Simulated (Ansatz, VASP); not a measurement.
Al7GaN8: VASP beside Ansatz

File INCAR:

```
SYSTEM = Al7GaN8
ALGO = Normal
EDIFF = 1E-6
ENCUT = 520
GGA = PS
ISIF = 2
ISMEAR = 0
LASPH = .True.
LCHARG = .True.
LELF = .True.
LREAL = Auto
LVHAR = .True.
LWAVE = .False.
NBANDS = 51
NELM = 80
PREC = Accurate
SIGMA = 0.02
```

The input KPOINTS:

```
k-points
0
Gamma
  6 6 6
  0 0 0
```

POSCAR

```
Al7GaN8
1.0
    0.0000000000      0.0000000000     -5.0147202517
    3.1211334086      5.4059616409      0.0000000000
    3.1211334086     -5.4059616409      0.0000000000
Ga Al N
1 7 8
Direct
   -0.0006472902      0.1666666667      0.3333333333
    0.0004223865      0.1661219524      0.8330609762
    0.0004223865      0.6669390238      0.3338780476
    0.0004223865      0.6669390238      0.8330609762
    0.5006670681      0.3341458799      0.6682917599
    0.5006670681      0.3341458799      0.1658541201
    0.5009706441      0.8333333333      0.6666666667
    0.5006670681      0.8317082401      0.1658541201
    0.6090811122      0.1666666667      0.3333333333
    0.6205827830      0.1662318603      0.8331159302
    0.6205827830      0.6668840698      0.3337681397
    0.6205827830      0.6668840698      0.8331159302
    0.1218859837      0.3368208860      0.6736417720
    0.1218859837      0.3368208860      0.1631791140
    0.1199208703      0.8333333333      0.6666666667
    0.1218859837      0.8263582280      0.1631791140
```

Input for Ansatz:

```yaml
crystal:
  lattice:
    - [0.0, 0.0, -5.0147202517]
    - [3.1211334086, 5.4059616409, 0.0]
    - [3.1211334086, -5.4059616409, 0.0]
  atoms:
    - { symbol: Ga, position: [-0.0006472902, 0.1666666667, 0.3333333333] }
    - { symbol: Al, position: [0.0004223865, 0.1661219524, 0.8330609762] }
    - { symbol: Al, position: [0.0004223865, 0.6669390238, 0.3338780476] }
    - { symbol: Al, position: [0.0004223865, 0.6669390238, 0.8330609762] }
    - { symbol: Al, position: [0.5006670681, 0.3341458799, 0.6682917599] }
    - { symbol: Al, position: [0.5006670681, 0.3341458799, 0.1658541201] }
    - { symbol: Al, position: [0.5009706441, 0.8333333333, 0.6666666667] }
    - { symbol: Al, position: [0.5006670681, 0.8317082401, 0.1658541201] }
    - { symbol: "N", position: [0.6090811122, 0.1666666667, 0.3333333333] }
    - { symbol: "N", position: [0.620582783, 0.1662318603, 0.8331159302] }
    - { symbol: "N", position: [0.620582783, 0.6668840698, 0.3337681397] }
    - { symbol: "N", position: [0.620582783, 0.6668840698, 0.8331159302] }
    - { symbol: "N", position: [0.1218859837, 0.336820886, 0.673641772] }
    - { symbol: "N", position: [0.1218859837, 0.336820886, 0.163179114] }
    - { symbol: "N", position: [0.1199208703, 0.8333333333, 0.6666666667] }
    - { symbol: "N", position: [0.1218859837, 0.826358228, 0.163179114] }
basis:
  ecutwfc: 420
kpoints:
  mp_grid: { grid: [6, 6, 6] }
  band_path: { path: [[0.0, 0.0, 0.0], [0.05, 0.0, 0.0]], npoints: 1 }
hamiltonian:
  xc: pbesol
scf:
  occupations: { method: gaussian, width: 0.02 }
  n_extra_bands: 11
output:
  forces: true
  stress: true
  eigenvalues: true
  write_density: true
  write_potential: true
  elf: true
  volumetric_format: npy
```

Alike in both runs: task single point; functional PBEsol; k mesh 6 × 6 × 6; occupations gaussian, width 0.02 eV; no spin polarisation.

|  | VASP | Ansatz |
| --- | --- | --- |
| version | VASP 6.6.1 | Ansatz 0.2.0 |
| potentials or method | VASP PAW PBE potentials, release 64 (Ga_d, Al, N), cutoff 520 eV | scalar-relativistic, plane waves, PAW |
| valence electrons in the cell | 74 | 74 |

VASP gave:

| Property | Result |
| --- | --- |
| gap on the k mesh at the Fermi level (eV) | 3.78 |
| least direct gap on the mesh (eV) | 3.78 |
| pressure (GPa) | 0.0 |
| rms of the force components (eV/Å) | 0.003 |

Which values does Ansatz return?

gap on the k mesh at the Fermi level (eV): 3.77; least direct gap on the mesh (eV): 3.77; pressure (GPa): 0.0; rms of the force components (eV/Å): 0.001.

VASP's potentials were made for PBE, not for PBEsol. Atom by atom the forces differ by 0.003 eV/Å (rms over components). The functional is the same, so the differences come from potentials, cutoffs and numerics.
